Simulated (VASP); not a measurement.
Si: single point with PBE

Si:

```
Si
1.0
     0.00000    2.71548    2.71548
     2.71548    0.00000    2.71548
     2.71548    2.71548    0.00000
Si
2
Direct
  0.50000 0.50000 0.50000
  0.75000 0.75000 0.75000
```

* Program: VASP 6.6.1
* Task: single point
* Functional: PBE
* Potentials or basis: VASP PAW PBE potentials, release 64 (Si)
* Cutoff: 500 eV
* k mesh: 10 × 10 × 10
* Occupations: fermi-dirac, width 0.003 eV
* Spin: no spin polarisation

```yaml
Pressure: 1.9 GPa
Band_gap_on_the_k_mesh: 0.58 eV, indirect (least direct gap 2.57 eV)
```

Levels at points of the mesh, in eV from the valence-band top:
```csv
k point,band 1,band 2,band 3,band 4,band 5,band 6,band 7,band 8
"(0.00, 0.00, 0.00)",-11.96,0.00,0.00,0.00,2.57,2.57,2.57,3.37
"(0.50, 0.00, 0.00)",-9.63,-6.96,-1.20,-1.20,1.54,3.34,3.34,7.73
"(0.50, 0.50, 0.00)",-7.81,-7.81,-2.85,-2.85,0.71,0.71,10.11,10.11
```

Wall time 16 s on 1 thread of Intel Xeon 8259CL, with other jobs on the host, peak memory 0.15 GiB.

A k mesh can miss the band edges. PBE gaps usually lie below the measured ones, often by a third to a half.
